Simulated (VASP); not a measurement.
# SnO2: single point with PBE

SnO2:

```
Sn O
1.0
     5.09645    0.00000    0.00000
     0.00000    5.09645    0.00000
     0.00000    0.00000    2.90550
Sn O
2 4
Direct
  0.00000 0.00000 0.00000
  0.50000 0.50000 0.50000
  0.30661 0.30661 0.00000
  0.19339 0.80661 0.50000
  0.69339 0.69339 0.00000
  0.80661 0.19339 0.50000
```

This cell differs from its parent crystal: ratio of the length along z to the lengths across it x 0.85, volume and fractional coordinates fixed.

```json
{"Program": "VASP 6.6.1", "Task": "single point", "Functional": "PBE", "Potentials or basis": "VASP PAW PBE potentials, release 64 (Sn_d, O)", "Cutoff": "520 eV", "k mesh": "6 × 6 × 10", "Occupations": "gaussian, width 0.05 eV", "Spin": "no spin polarisation", "Dipole correction": "no", "Further INCAR settings": "ALGO = Normal; EDIFF = 1e-07; NBANDS = 35"}
```

The pressure is 10.4 GPa. The largest force is 0.381 eV/Å and the band gap on the k mesh is 1.29 eV.

Forces on the atoms (eV/Å):
```
Sn   0.000  0.000  0.000
Sn   0.000  0.000  0.000
O   -0.270 -0.270  0.000
O    0.270 -0.270  0.000
O    0.270  0.270  0.000
O   -0.270  0.270  0.000
```

Stress tensor (GPa, compression positive):
```
-2.97  0.00  0.00
 0.00 -2.97  0.00
 0.00  0.00 37.13
```

Levels at points of the mesh, in eV from the valence-band top:
| k point | band 24 | band 25 | band 26 | band 27 | band 28 | band 29 |
| --- | --- | --- | --- | --- | --- | --- |
| (0.00, 0.00, 0.00) | -0.67 | -0.67 | 0.00 | 1.29 | 6.98 | 7.01 |
| (0.50, 0.00, 0.00) | -0.77 | -0.66 | -0.66 | 4.02 | 4.02 | 8.16 |
| (0.50, 0.50, 0.00) | -1.06 | -0.70 | -0.70 | 4.74 | 4.74 | 8.07 |
| (0.00, 0.00, 0.50) | -1.34 | -1.09 | -1.09 | 5.77 | 5.77 | 8.58 |
| (0.50, 0.00, 0.50) | -1.02 | -0.90 | -0.90 | 5.92 | 5.92 | 6.71 |
| (0.50, 0.50, 0.50) | -0.94 | -0.86 | -0.86 | 4.29 | 4.29 | 8.54 |

Wall time 3.7 min on 1 thread of Intel Xeon 8259CL, on a shared host, peak memory 0.27 GiB.

Caveat: the stress differs along the axes, from -3 to 37 GPa; spin-orbit coupling is left out, which moves the levels of the heavy elements. A k mesh can miss the band edges.
